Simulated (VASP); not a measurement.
# C (I2_13) in VASP: a series of runs

Runs on C. Level: PBE. Tasks: single point, relaxation of cell and atoms.

All numbers are computed with VASP 6.6.1; they aren't measurements. Logs are shortened: lines on timing, memory, paths and dates and some standing lists are left out, and cuts for length are marked.

## (1) The cell of the first run

It takes space group I2_13 (No. 199, cubic). Conventional cell: a = 3.608 Å, b = 3.608 Å, c = 3.608 Å, α = 90.00°, β = 90.00°, γ = 90.00°. Within 1.9 Å of C (site symmetry 3) lie 3 C at 1.45 Å.

## (2) Single point, PBE

INCAR

```
ALGO = Normal
EDIFF = 1E-7
ENCUT = 520
GGA = PE
ISIF = 2
ISMEAR = 0
LASPH = True
LCHARG = False
LREAL = False
LWAVE = False
NBANDS = 16
NELM = 100
PREC = Accurate
SIGMA = 0.1
```

KPOINTS

```
k-points
0
Gamma
  6 6 6
```

POSCAR

```
C
1.0
   -1.8041718100      1.8041718100      1.8041718100
    1.8041718100     -1.8041718100      1.8041718100
    1.8041718100      1.8041718100     -1.8041718100
C
4
Direct
    0.8849067500      0.8849067500      0.8849067500
    0.5000000000      0.0000000000      0.6150932500
    0.0000000000      0.6150932500      0.5000000000
    0.6150932500      0.5000000000      0.0000000000
```

Potentials or basis: VASP PAW PBE potentials, release 64 (C).

Command:

```sh
> cat potpaw_PBE.64/C/POTCAR > POTCAR
> mpirun -np 1 vasp_std > vasp.out
```

OUTCAR:

```text
EDIFF = 1E-7
   ENCUT = 520
   GGA = PE
   ISIF = 2
   ISMEAR = 0
   LASPH = True
   LREAL = False
   NELM = 100
   PREC = Accurate

 ion  position               nearest neighbor table
   1  0.885  0.885  0.885-   2 1.45   3 1.45   4 1.45
   2  0.500  0.000  0.615-   4 1.45   1 1.45   3 1.45
   3  0.000  0.615  0.500-   1 1.45   2 1.45   4 1.45
   4  0.615  0.500  0.000-   2 1.45   3 1.45   1 1.45

  LATTYP: Found a body centered cubic cell.
 ALAT       =     3.6083436200

  Lattice vectors:

 A1 = (  -1.8041718100,   1.8041718100,   1.8041718100)
 A2 = (   1.8041718100,  -1.8041718100,   1.8041718100)
 A3 = (   1.8041718100,   1.8041718100,  -1.8041718100)

Analysis of symmetry for initial positions (statically):
=====================================================================
 Subroutine PRICEL returns:
 Original cell was already a primitive cell.

 Routine SETGRP: Setting up the symmetry group for a
 body centered cubic supercell.

 Subroutine GETGRP returns: Found 12 space group operations
 (whereof  3 operations were pure point group operations)
 out of a pool of 48 trial point group operations.

The static configuration has the point symmetry C_3 .
 The point group associated with its full space group is T   .

Analysis of symmetry for dynamics (positions and initial velocities):
=====================================================================
 Subroutine PRICEL returns:
 Original cell was already a primitive cell.

 Routine SETGRP: Setting up the symmetry group for a
 body centered cubic supercell.

 Subroutine GETGRP returns: Found 12 space group operations
 (whereof  3 operations were pure point group operations)
 out of a pool of 48 trial point group operations.

The dynamic configuration has the point symmetry C_3 .
 The point group associated with its full space group is T   .

 Subroutine INISYM returns: Found 12 space group operations
 (whereof  3 operations are pure point group operations),
 and found     1 'primitive' translations

----------------------------------------------------------------------------------------

                                     Primitive cell

  volume of cell :      23.4906

  direct lattice vectors                    reciprocal lattice vectors
    -1.804171810  1.804171810  1.804171810     0.000000000  0.277135469  0.277135469
     1.804171810 -1.804171810  1.804171810     0.277135469  0.000000000  0.277135469
     1.804171810  1.804171810 -1.804171810     0.277135469  0.277135469  0.000000000

  length of vectors
     3.124917241  3.124917241  3.124917241     0.391928738  0.391928738  0.391928738

  position of ions in fractional coordinates (direct lattice)
     0.884906750  0.884906750  0.884906750
     0.500000000  0.000000000  0.615093250
     0.000000000  0.615093250  0.500000000
     0.615093250  0.500000000  0.000000000

  ion indices of the primitive-cell ions
   primitive index   ion index
                 1           1
                 2           2
                 3           3
                 4           4

----------------------------------------------------------------------------------------

 KPOINTS: k-points

Automatic generation of k-mesh.
 Grid dimensions read from file:
 generate k-points for:    6    6    6

 Generating k-lattice:

  Cartesian coordinates                     Fractional coordinates (reciprocal lattice)
     0.000000000  0.046189245  0.046189245     0.166666667  0.000000000  0.000000000
     0.046189245  0.000000000  0.046189245     0.000000000  0.166666667  0.000000000
     0.046189245  0.046189245  0.000000000     0.000000000  0.000000000  0.166666667

  Length of vectors
     0.065321456  0.065321456  0.065321456

  Shift w.r.t. Gamma in fractional coordinates (k-lattice)
     0.000000000  0.000000000  0.000000000

 Subroutine IBZKPT returns following result:
 ===========================================

 Found     18 irreducible k-points:

 Following reciprocal coordinates:
            Coordinates               Weight
  0.000000  0.000000  0.000000      1.000000
  0.166667  0.000000  0.000000     12.000000
  0.333333  0.000000  0.000000     12.000000
  0.500000  0.000000  0.000000      6.000000
  0.166667  0.166667  0.000000     24.000000
  0.333333  0.166667  0.000000     24.000000
[... 10 lines left out ...]
  0.500000  0.500000  0.333333     12.000000
  0.500000  0.500000  0.500000      1.000000
   k-points           NKPTS =     18   k-points in BZ     NKDIM =     18   number of bands    NBANDS=     16
   number of dos      NEDOS =    301   number of ions     NIONS =      4
   total plane-waves  NPLWV =  13824
   dimension x,y,z NGX =    24 NGY =   24 NGZ =   24
   dimension x,y,z NGXF=    48 NGYF=   48 NGZF=   48
   ions per type =               4
   NGX,Y,Z   is equivalent  to a cutoff of  12.77, 12.77, 12.77 a.u.
   NGXF,Y,Z  is equivalent  to a cutoff of  25.54, 25.54, 25.54 a.u.
 SYSTEM =  unknown system
   PREC   = accura    normal or accurate (medium, high low for compatibility)
   ISTART =      0    job   : 0-new  1-cont  2-samecut
   ICHARG =      2    charge: 1-file 2-atom 10-const
   ISPIN  =      1    spin polarized calculation?
   LNONCOLLINEAR =      F non collinear calculations
   LSORBIT =      F    spin-orbit coupling
   LASPH  =      T    aspherical Exc in radial PAW
   ENCUT  =  520.0 eV  38.22 Ry    6.18 a.u.   5.81  5.81  5.81*2*pi/ulx,y,z
   NELM   =    100;   NELMIN=  2; NELMDL= -5     # of ELM steps
   EDIFF  = 0.1E-06   stopping-criterion for ELM
   LREAL  =      F    real-space projection
   EDIFFG = 0.1E-05   stopping-criterion for IOM
   NSW    =      0    number of steps for IOM
   IBRION =     -1    ionic relax: 0-MD 1-quasi-New 2-CG
   NFREE  =      0    steps in history (QN), initial steepest desc. (CG)
   ISIF   =      2    stress and relaxation
   ISYM   =      2    0-nonsym 1-usesym 2-fastsym
   POTIM  = 0.5000    time-step for ionic-motion
   TEBEG  =    0.0;   TEEND  =   0.0 temperature during run
   PSTRESS=    0.0 pullay stress
   NELECT =      16.0000    total number of electrons
   NUPDOWN=      -1.0000    fix difference up-down
   EMIN   =  10.00;   EMAX   =-10.00  energy-range for DOS
   EFERMI =   0.00;   METHOD = LEGACY
   ISMEAR =     0;   SIGMA  =   0.10  broadening in eV -4-tet -1-fermi 0-gaus
   EFERMI_NEDOS =   21; number of points for ismear=-14 and -15
   IALGO  =     38    algorithm
   IMIX   =      4    mixing-type and parameters
     AMIX     =   0.40;   BMIX     =  1.00
     AMIX_MAG =   1.60;   BMIX_MAG =  1.00
  volume/ion in A,a.u.               =       5.87        39.63
  Fermi-wavevector in a.u.,A,eV,Ry     =   1.440402  2.721964 28.228780  2.074757
  Thomas-Fermi vector in A             =   2.559150
   LORBIT       =      0    0 simple, 1 ext, 2 COOP (PROOUT), +10 PAW based schemes
   GGA     = PE    functional components
   LHFCALC =     F    Hartree Fock is set to
   AEXX    =    0.0000 exact exchange contribution
   IVDW    =     0    specifies the selected vdW correction
   LEPSILON=     F    determine dielectric tensor
   LRPA    =     F    only Hartree local field effects (RPA)
 non-spin polarized calculation
 Gauss-broadening in eV      SIGMA  =   0.10
  energy-cutoff  :      520.00
  volume of cell :       23.49
 maximum number of plane-waves:       682
   NGX = 11   NGY = 11   NGZ = 11

 number of electron      16.0000001 magnetization

 Free energy of the ion-electron system (eV)
  ---------------------------------------------------
  ext. energy  EPLUGINS =         0.00000000
  ---------------------------------------------------
  free energy    TOTEN  =       -28.22257609 eV

  energy without entropy =      -28.21809053  energy(sigma->0) =      -28.22033331

 E-fermi :   8.7224     XC(G=0): -13.1372

 val. band max:        8.6469834093   @ k =   0.5000   0.5000   0.3333
 cond. band min:       8.9684569940   @ k =  -0.3333   0.3333   0.3333
 fundamental gap:      0.3214735847
 Fermi energy:         8.7223796736

 k-point     1 :       0.0000    0.0000    0.0000
  band No.  band energies     occupation
      1     -12.7196      2.00000
      2       0.6662      2.00000
      3       0.6662      2.00000
      4       0.6662      2.00000
      5       2.4027      2.00000
      6       2.4027      2.00000
[... 8 lines left out ...]
     15      27.0651      0.00000
     16      27.0651      0.00000

 k-point     2 :       0.1667    0.0000    0.0000
  band No.  band energies     occupation
      1     -12.2618      2.00000
      2      -2.1282      2.00000
      3      -0.0267      2.00000
      4       1.6883      2.00000
      5       2.2901      2.00000
      6       2.8663      2.00000
[... 8 lines left out ...]
     15      25.8032      0.00000
     16      27.2717      0.00000

 k-point     3 :       0.3333    0.0000    0.0000
  band No.  band energies     occupation
      1     -10.9512      2.00000
      2      -5.2531      2.00000
      3      -0.9473      2.00000
      4       1.6034      2.00000
      5       1.9028      2.00000
      6       2.1097      2.00000
[... 8 lines left out ...]
     15      25.2644      0.00000
     16      26.4042      0.00000

 k-point     4 :       0.5000    0.0000    0.0000
  band No.  band energies     occupation
      1      -9.5801      2.00000
      2      -7.2967      2.00000
      3      -1.3037      2.00000
      4       1.4157      2.00000
      5       1.5343      2.00000
      6       1.9411      2.00000
[... 8 lines left out ...]
     15      24.4326      0.00000
     16      25.9496      0.00000
[... 210 lines left out ...]
 k-point    16 :      -0.3333    0.3333    0.3333
  band No.  band energies     occupation
      1      -9.2876      2.00000
      2      -5.3252      2.00000
      3      -3.8735      2.00000
      4      -0.6655      2.00000
      5       0.7785      2.00000
      6       3.7369      2.00000
[... 8 lines left out ...]
     15      24.3492      0.00000
     16      27.9239      0.00000

 k-point    17 :       0.5000    0.5000    0.3333
  band No.  band energies     occupation
      1      -7.9737      2.00000
      2      -6.4821      2.00000
      3      -4.3161      2.00000
      4      -1.0056      2.00000
      5       0.9643      2.00000
      6       2.4510      2.00000
[... 8 lines left out ...]
     15      24.6211      0.00000
     16      26.9232      0.00000

 k-point    18 :       0.5000    0.5000    0.5000
  band No.  band energies     occupation
      1      -6.2235      2.00000
      2      -6.2235      2.00000
      3      -6.2235      2.00000
      4       0.0862      2.00000
      5       0.0862      2.00000
      6       0.0862      2.00000
[... 8 lines left out ...]
     15      25.2514      0.00000
     16      26.0184      0.00000

------------------------ aborting loop because EDIFF is reached ----------------------------------------

  FORCE on cell =-STRESS in cart. coord.  units (eV):
  Direction    XX          YY          ZZ          XY          YZ          ZX
  --------------------------------------------------------------------------------------
  -------------------------------------------------------------------------------------
  Total        9.6588034      9.6588034      9.6588034      0.0000000      0.0000000     -0.0000000
  in kB      658.7797493    658.7797493    658.7797493      0.0000000      0.0000000     -0.0000000
  external PRESSURE =     658.7797493 kB  Pullay stress =       0.0000000 kB

 VOLUME and BASIS-vectors are now :
 -----------------------------------------------------------------------------
  energy-cutoff  :      520.00
  volume of cell :       23.49
      direct lattice vectors                 reciprocal lattice vectors
    -1.804171810  1.804171810  1.804171810     0.000000000  0.277135469  0.277135469
     1.804171810 -1.804171810  1.804171810     0.277135469  0.000000000  0.277135469
     1.804171810  1.804171810 -1.804171810     0.277135469  0.277135469  0.000000000

 POSITION                                       TOTAL-FORCE (eV/Angst)
 -----------------------------------------------------------------------------------
      1.59652      1.59652      1.59652         0.087277      0.087277      0.087277
      0.20765      2.01182     -0.20765        -0.087277     -0.087277      0.087277
      2.01182     -0.20765      0.20765        -0.087277      0.087277     -0.087277
     -0.20765      0.20765      2.01182         0.087277     -0.087277     -0.087277
 -----------------------------------------------------------------------------------
    total drift:                                0.000000      0.000000      0.000000

  FREE ENERGIE OF THE ION-ELECTRON SYSTEM (eV)
  ---------------------------------------------------
  free  energy   TOTEN  =       -28.2225760935 eV

  energy  without entropy=      -28.2180905258  energy(sigma->0) =      -28.22033331
```

Run time: 3.3 s. Hardware: 1 thread of Intel Xeon 6975P-C (Granite Rapids), shared host; peak memory 0.13 GiB.

Results:

- Free energy: -28.2226 eV
- Pressure: 65.9 GPa
- Largest force: 0.151 eV/Å
- Band gap on the k mesh: zero (band 8 reaches 9.64 eV, above the bottom of band 9 at 7.47 eV)

Forces in eV/Å, atoms in the order of the input:
```
C    0.087  0.087  0.087
C   -0.087 -0.087  0.087
C   -0.087  0.087 -0.087
C    0.087 -0.087 -0.087
```

Caveat: the k points lie up to 0.41 Å⁻¹ apart.

(Part 1 of 2 ends here.)
